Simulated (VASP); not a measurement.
Input of a VASP 6.6.1 run:

Contents of POSCAR:

```
CdO
1.0
    0.0000000000      2.3530040401      2.3530040401
    2.3530040401      0.0000000000      2.3530040401
    2.3530040401      2.3530040401      0.0000000000
Cd O
1 1
Direct
    0.0000000000      0.0000000000      0.0000000000
    0.5000000000      0.5000000000      0.5000000000
```

Contents of INCAR.step1:

```
SYSTEM = CdO
PREC = Accurate ; ENCUT = 770
ISMEAR = -1 ; SIGMA = 0.02
LREAL = .FALSE. ; LASPH = .TRUE.
NELM = 120 ; NBANDS = 20
GGA = PE ; ALGO = Normal
EDIFF = 1E-5 ; LWAVE = .TRUE.
LCHARG = .FALSE. ; GGA_COMPAT = .FALSE.
```

The input INCAR.step2:

```
SYSTEM = CdO
PREC = Accurate ; ENCUT = 770
EDIFF = 1E-6 ; ISMEAR = -1
SIGMA = 0.02 ; LREAL = .FALSE.
LASPH = .TRUE. ; NELM = 120
ALGO = Normal ; ISIF = 2
LWAVE = .FALSE. ; LCHARG = .FALSE.
METAGGA = R2SCAN ; LMIXTAU = .TRUE.
NBANDS = 20 ; ISTART = 1
GGA_COMPAT = .FALSE.
```

KPOINTS

```
regular mesh
0
G
  6 6 6
  0 0 0
```

Potentials or basis: VASP PAW PBE potentials, release 64 (Cd_sv_GW, O).

Command:

```sh
$ cat potpaw_PBE.64/Cd_sv_GW/POTCAR potpaw_PBE.64/O/POTCAR > POTCAR
$ cp INCAR.step1 INCAR
$ mpirun -np 1 vasp_std > vasp.out
$ cp INCAR.step2 INCAR
$ mpirun -np 1 vasp_std > vasp.out
```

Predict the band gap on the k mesh.

0.10 eV (least direct gap 1.46 eV).

Predict the pressure.

-0.4 GPa.

Caveat: semilocal functionals underestimate gaps, and a narrow one can read as zero; the PAW data sets were made with another functional, which shifts forces and pressure a little. A k mesh can miss the band edges.
